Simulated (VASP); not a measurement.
# Ba: single point with LDA

Crystal: Ba.

```
Ba
1.0
    -2.32720    2.32720    2.32720
     2.32720   -2.32720    2.32720
     2.32720    2.32720   -2.32720
Ba
1
Cartesian
  0.0000 0.0000 0.0000
```

```yaml
Program: VASP 6.6.1
Task: single point
Functional: LDA
Potentials_or_basis: VASP PAW LDA potentials, release 64 (Ba_sv)
Cutoff: 520 eV
k_mesh: 12 × 12 × 12
Occupations: gaussian, width 0.1 eV
Spin: no spin polarisation
```

- Pressure: 0.8 GPa
- Band gap on the k mesh: zero (bands 5 and 6 overlap by 1.67 eV)

Levels at points of the mesh, in eV from the Fermi level:
| k point | band 1 | band 2 | band 3 | band 4 | band 5 | band 6 | band 7 | band 8 | band 9 | band 10 |
| --- | --- | --- | --- | --- | --- | --- | --- | --- | --- | --- |
| (0.00, 0.00, 0.00) | -28.50 | -13.26 | -13.26 | -13.26 | -2.81 | 2.00 | 2.00 | 2.00 | 3.80 | 3.80 |
| (0.50, 0.00, 0.00) | -28.39 | -14.19 | -13.55 | -13.28 | -1.08 | 0.58 | 2.16 | 3.84 | 4.55 | 6.38 |
| (0.50, 0.50, 0.50) | -28.31 | -13.89 | -13.89 | -13.89 | -0.90 | -0.90 | 5.59 | 5.59 | 5.59 | 5.81 |

Run time: 49 s on 1 thread of Intel Xeon 8259CL (shared host), peak memory 0.17 GiB.

Caveat: spin-orbit coupling is left out, which moves the levels of the heavy elements.
